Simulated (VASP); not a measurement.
# Ta2N (P-31m) in VASP: notebook, part 2 of 3

VASP 6.6.1.

### 3 Single point, PBE

The input, INCAR:

```
PREC     = Accurate       # precision mode
ENCUT    = 520            # plane-wave cutoff, eV
EDIFF    = 1E-6           # SCF threshold, eV
ISMEAR   = 0              # smearing method
SIGMA    = 0.15           # smearing width, eV
LREAL    = F              # projectors in reciprocal space
LASPH    = T              # aspherical terms in the spheres
NELM     = 80             # most SCF steps
ALGO     = Normal         # electronic algorithm
ISIF     = 2              # what is computed and relaxed
LWAVE    = F              # write WAVECAR
LCHARG   = F              # write CHGCAR
GGA      = PE             # functional
NBANDS   = 50             # bands
```

The input, KPOINTS:

```
Automatic mesh
0
Gamma
  9 9 8
```

The input, POSCAR:

```
Ta2N
1.0
    5.3140726747      0.0000000000      0.0000000000
   -2.6570363373      4.6021219338      0.0000000000
    0.0000000000      0.0000000000      4.9556489437
Ta N
6 3
Direct
    0.7141172560      0.7141172560      0.7528547364
    0.0000000000      0.2858827440      0.7528547364
    0.2858827440      0.0000000000      0.7528547364
    0.2858827440      0.2858827440      0.2471452636
    0.0000000000      0.7141172560      0.2471452636
    0.7141172560      0.0000000000      0.2471452636
    0.6666666667      0.3333333333      0.5000000000
    0.3333333333      0.6666666667      0.5000000000
    0.0000000000      0.0000000000      0.0000000000
```

Potentials or basis: VASP PAW PBE potentials, release 64 (Ta_pv, N).

On the command line:

```sh
$ cat potpaw_PBE.64/Ta_pv/POTCAR potpaw_PBE.64/N/POTCAR > POTCAR
$ mpirun -np 1 vasp_std > vasp.out
```

OUTCAR:

```text
PREC = Accurate
   ENCUT = 520
   EDIFF = 1E-6
   ISMEAR = 0
   LREAL = F
   LASPH = T
   NELM = 80
   ISIF = 2
   GGA = PE

 ion  position               nearest neighbor table
   1  0.714  0.714  0.753-   9 1.95   7 2.28   8 2.28   2 2.63   3 2.63   6 2.88   5 2.88   6 2.93
                             5 2.93   3 3.31   2 3.31   3 3.31   2 3.31   4 3.34   4 3.39
   2  0.000  0.286  0.753-   9 1.95   7 2.28   8 2.28   1 2.63   3 2.63   6 2.88   4 2.88   6 2.93
                             4 2.93   3 3.31   1 3.31   1 3.31   3 3.31   5 3.34   5 3.39
   3  0.286  0.000  0.753-   9 1.95   8 2.28   7 2.28   2 2.63   1 2.63   4 2.88   5 2.88   4 2.93
                             5 2.93   2 3.31   1 3.31   1 3.31   2 3.31   6 3.34   6 3.39
   4  0.286  0.286  0.247-   9 1.95   8 2.28   7 2.28   5 2.63   6 2.63   3 2.88   2 2.88   3 2.93
                             2 2.93   6 3.31   5 3.31   6 3.31   5 3.31   1 3.34   1 3.39
   5  0.000  0.714  0.247-   9 1.95   8 2.28   7 2.28   4 2.63   6 2.63   3 2.88   1 2.88   3 2.93
                             1 2.93   6 3.31   4 3.31   4 3.31   6 3.31   2 3.34   2 3.39
   6  0.714  0.000  0.247-   9 1.95   7 2.28   8 2.28   5 2.63   4 2.63   1 2.88   2 2.88   1 2.93
                             2 2.93   5 3.31   4 3.31   4 3.31   5 3.31   3 3.34   3 3.39
   7  0.667  0.333  0.500-   6 2.28   2 2.28   5 2.28   3 2.28   1 2.28   4 2.28
   8  0.333  0.667  0.500-   3 2.28   5 2.28   2 2.28   6 2.28   4 2.28   1 2.28
   9  0.000  0.000  0.000-   2 1.95   5 1.95   4 1.95   1 1.95   3 1.95   6 1.95

  LATTYP: Found a hexagonal cell.
 ALAT       =     5.3140726747
 C/A-ratio  =     0.9325519704

  Lattice vectors:

 A1 = (   5.3140726747,   0.0000000000,   0.0000000000)
 A2 = (  -2.6570363373,   4.6021219338,   0.0000000000)
 A3 = (   0.0000000000,   0.0000000000,   4.9556489437)

Analysis of symmetry for initial positions (statically):
=====================================================================
 Subroutine PRICEL returns:
 Original cell was already a primitive cell.

 Routine SETGRP: Setting up the symmetry group for a
 hexagonal supercell.

 Subroutine GETGRP returns: Found 12 space group operations
 (whereof 12 operations were pure point group operations)
 out of a pool of 24 trial point group operations.

The static configuration has the point symmetry D_3d.

Analysis of symmetry for dynamics (positions and initial velocities):
=====================================================================
 Subroutine PRICEL returns:
 Original cell was already a primitive cell.

 Routine SETGRP: Setting up the symmetry group for a
 hexagonal supercell.

 Subroutine GETGRP returns: Found 12 space group operations
 (whereof 12 operations were pure point group operations)
 out of a pool of 24 trial point group operations.

The dynamic configuration has the point symmetry D_3d.

 Subroutine INISYM returns: Found 12 space group operations
 (whereof 12 operations are pure point group operations),
 and found     1 'primitive' translations

----------------------------------------------------------------------------------------

                                     Primitive cell

  volume of cell :     121.1954

  direct lattice vectors                    reciprocal lattice vectors
     5.314072675  0.000000000  0.000000000     0.188179587  0.108645535  0.000000000
    -2.657036337  4.602121934  0.000000000     0.000000000  0.217291070  0.000000000
     0.000000000  0.000000000  4.955648944     0.000000000  0.000000000  0.201789919

  length of vectors
     5.314072675  5.314072675  4.955648944     0.217291070  0.217291070  0.201789919
[... 81 lines left out ...]
   dimension x,y,z NGXF=    80 NGYF=   80 NGZF=   80
   ions per type =               6   3
   NGX,Y,Z   is equivalent  to a cutoff of  12.51, 12.51, 13.42 a.u.
   NGXF,Y,Z  is equivalent  to a cutoff of  25.03, 25.03, 26.84 a.u.
 SYSTEM =  unknown system
   PREC   = accura    normal or accurate (medium, high low for compatibility)
   ISTART =      0    job   : 0-new  1-cont  2-samecut
   ICHARG =      2    charge: 1-file 2-atom 10-const
   ISPIN  =      1    spin polarized calculation?
   LNONCOLLINEAR =      F non collinear calculations
   LSORBIT =      F    spin-orbit coupling
   LASPH  =      T    aspherical Exc in radial PAW
   ENCUT  =  520.0 eV  38.22 Ry    6.18 a.u.   9.88  9.88  9.21*2*pi/ulx,y,z
   NELM   =     80;   NELMIN=  2; NELMDL= -5     # of ELM steps
   EDIFF  = 0.1E-05   stopping-criterion for ELM
   LREAL  =      F    real-space projection
   EDIFFG = 0.1E-04   stopping-criterion for IOM
   NSW    =      0    number of steps for IOM
   IBRION =     -1    ionic relax: 0-MD 1-quasi-New 2-CG
   NFREE  =      0    steps in history (QN), initial steepest desc. (CG)
   ISIF   =      2    stress and relaxation
   ISYM   =      2    0-nonsym 1-usesym 2-fastsym
   POTIM  = 0.5000    time-step for ionic-motion
   TEBEG  =    0.0;   TEEND  =   0.0 temperature during run
   PSTRESS=    0.0 pullay stress
   NELECT =      81.0000    total number of electrons
   NUPDOWN=      -1.0000    fix difference up-down
   EMIN   =  10.00;   EMAX   =-10.00  energy-range for DOS
   EFERMI =   0.00;   METHOD = LEGACY
   ISMEAR =     0;   SIGMA  =   0.15  broadening in eV -4-tet -1-fermi 0-gaus
   EFERMI_NEDOS =   21; number of points for ismear=-14 and -15
   IALGO  =     38    algorithm
   IMIX   =      4    mixing-type and parameters
     AMIX     =   0.40;   BMIX     =  1.00
     AMIX_MAG =   1.60;   BMIX_MAG =  1.00
  volume/ion in A,a.u.               =      13.47        90.87
  Fermi-wavevector in a.u.,A,eV,Ry     =   1.431334  2.704830 27.874505  2.048718
  Thomas-Fermi vector in A             =   2.551082
   LORBIT       =      0    0 simple, 1 ext, 2 COOP (PROOUT), +10 PAW based schemes
   GGA     = PE    functional components
   LHFCALC =     F    Hartree Fock is set to
   AEXX    =    0.0000 exact exchange contribution
   IVDW    =     0    specifies the selected vdW correction
   LEPSILON=     F    determine dielectric tensor
   LRPA    =     F    only Hartree local field effects (RPA)
 non-spin polarized calculation
 Gauss-broadening in eV      SIGMA  =   0.15
  energy-cutoff  :      520.00
  volume of cell :      121.20
 maximum number of plane-waves:      3294
   NGX = 19   NGY = 19   NGZ = 19

 number of electron      81.0000007 magnetization

 Free energy of the ion-electron system (eV)
  ---------------------------------------------------
  ext. energy  EPLUGINS =         0.00000000
  ---------------------------------------------------
  free energy    TOTEN  =       -98.53909052 eV

  energy without entropy =      -98.47803725  energy(sigma->0) =      -98.50856389

 E-fermi :   6.8112     XC(G=0): -12.8062

 val. band max:        6.8101686416   @ k =  -0.2222   0.4444   0.2500
 cond. band min:       6.8116571929   @ k =   0.1111   0.0000   0.1250
 fundamental gap:      0.0014885513
 Fermi energy:         6.8112355454

 k-point     1 :       0.0000    0.0000    0.0000
  band No.  band energies     occupation
      1     -29.0842      2.00000
      2     -28.3883      2.00000
      3     -28.1348      2.00000
      4     -28.0646      2.00000
      5     -28.0646      2.00000
      6     -27.9110      2.00000
[... 1261 lines left out ...]
     49      10.3011      0.00000
     50      10.4864      0.00000

 [... further k-points ...]

------------------------ aborting loop because EDIFF is reached ----------------------------------------

  FORCE on cell =-STRESS in cart. coord.  units (eV):
  Direction    XX          YY          ZZ          XY          YZ          ZX
  --------------------------------------------------------------------------------------
  -------------------------------------------------------------------------------------
  Total       20.2986534     20.2986534     14.0430736      0.0000000      0.0000000     -0.0000000
  in kB      268.3438627    268.3438627    185.6464328      0.0000000      0.0000000     -0.0000000
  external PRESSURE =     240.7780527 kB  Pullay stress =       0.0000000 kB

 VOLUME and BASIS-vectors are now :
 -----------------------------------------------------------------------------
  energy-cutoff  :      520.00
  volume of cell :      121.20
      direct lattice vectors                 reciprocal lattice vectors
     5.314072675  0.000000000  0.000000000     0.188179587  0.108645535  0.000000000
    -2.657036337  4.602121934  0.000000000     0.000000000  0.217291070  0.000000000
     0.000000000  0.000000000  4.955648944     0.000000000  0.000000000  0.201789919

 POSITION                                       TOTAL-FORCE (eV/Angst)
 -----------------------------------------------------------------------------------
      1.89744      3.28645      3.73088        -4.251216     -7.363323     -3.108227
     -0.75960      1.31567      3.73088        -4.251216      7.363323     -3.108227
      1.51920      0.00000      3.73088         8.502432      0.000000     -3.108227
      0.75960      1.31567      1.22477         4.251216      7.363323      3.108227
     -1.89744      3.28645      1.22477         4.251216     -7.363323      3.108227
      3.79487      0.00000      1.22477        -8.502432     -0.000000      3.108227
      2.65704      1.53404      2.47782         0.000000      0.000000     -0.000000
     -0.00000      3.06808      2.47782        -0.000000      0.000000     -0.000000
      0.00000      0.00000      0.00000         0.000000      0.000000      0.000000
 -----------------------------------------------------------------------------------
    total drift:                               -0.000000      0.000000     -0.000000

  FREE ENERGIE OF THE ION-ELECTRON SYSTEM (eV)
  ---------------------------------------------------
  free  energy   TOTEN  =       -98.5390905248 eV

  energy  without entropy=      -98.4780372472  energy(sigma->0) =      -98.50856389
```

Run time: 3.6 min. Hardware: 1 thread of Intel Xeon 6975P-C (Granite Rapids), shared host; peak memory 0.48 GiB.

Results:

- Free energy: -98.5391 eV
- Pressure: 24.1 GPa
- Largest force: 9.053 eV/Å
- Band gap on the k mesh: zero (an odd number of electrons rules out a gap without spin polarisation)

Forces on the atoms (eV/Å):
```
Ta  -4.251 -7.363 -3.108
Ta  -4.251  7.363 -3.108
Ta   8.502  0.000 -3.108
Ta   4.251  7.363  3.108
Ta   4.251 -7.363  3.108
Ta  -8.502  0.000  3.108
N    0.000  0.000  0.000
N    0.000  0.000  0.000
N    0.000  0.000  0.000
```

Levels at points of the mesh, in eV from the Fermi level:
| k point | band 38 | band 39 | band 40 | band 41 | band 42 | band 43 | band 44 | band 45 |
| --- | --- | --- | --- | --- | --- | --- | --- | --- |
| (0.00, 0.00, 0.00) | -0.92 | -0.17 | -0.17 | -0.15 | 0.32 | 0.32 | 1.43 | 1.43 |
| (0.00, 0.00, 0.50) | -1.13 | -0.93 | -0.93 | -0.59 | -0.10 | -0.10 | 1.83 | 1.83 |

Caveat: the stress differs along the axes, from 19 to 27 GPa; spin-orbit coupling is left out, which moves the levels of the heavy elements; forces of over 1 eV/Å act on the atoms, so gaps and moduli don't describe the material at rest.

(Continued in part 3 of 3.)

The gap in the log of VASP goes by the Fermi energy; the results here count the filled bands.